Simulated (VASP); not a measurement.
Crystal: CsSe2.

```xyz
6
Lattice="0.0000 4.6192 4.6192 4.6192 0.0000 4.6192 4.6192 4.6192 0.0000" Properties=species:S:1:pos:R:3 pbc="T T T"
Cs    0.0000    0.0000    0.0000
Cs    2.3096    2.3096    2.3096
Se    5.7740    5.7740    5.7740
Se    5.7740    3.4644    3.4644
Se    3.4644    3.4644    5.7740
Se    3.4644    5.7740    3.4644
```

```yaml
Program: VASP 6.6.1
Task: relaxation of cell and atoms
Functional: PBE
Potentials_or_basis: VASP PAW PBE potentials, release 64 (Cs_sv, Se)
Cutoff: 500 eV
k_mesh: 8 × 8 × 8
Occupations: gaussian, width 0.1 eV
Spin: no spin polarisation
```

At the start: pressure -2.8 GPa; volume 32.85 Å³/atom.

Where does the relaxation end?

Over 3 steps the energy falls by 34.6 meV/atom and the volume is 29.37 Å³/atom (-10.6 %); space group Fd-3m (No. 227, to 0.1 Å) before and after.

Step by step:
| step | energy change (eV) | largest force (eV/Å) | pressure (GPa) | volume (Å³) |
| --- | --- | --- | --- | --- |
| 1 | 0.0000 | 0.0000 | -2.81 | 197.12 |
| 2 | -0.1925 | 0.0000 | -0.89 | 181.16 |
| 3 | -0.2073 | 0.0000 | -0.05 | 176.23 |

Final structure:
```
Cs Se
1.0
     0.00000    4.44990    4.44990
     4.44990    0.00000    4.44990
     4.44990    4.44990    0.00000
Cs Se
2 4
Direct
  0.00000 0.00000 0.00000
  0.25000 0.25000 0.25000
  0.62500 0.62500 0.62500
  0.12500 0.62500 0.62500
  0.62500 0.62500 0.12500
  0.62500 0.12500 0.62500
```
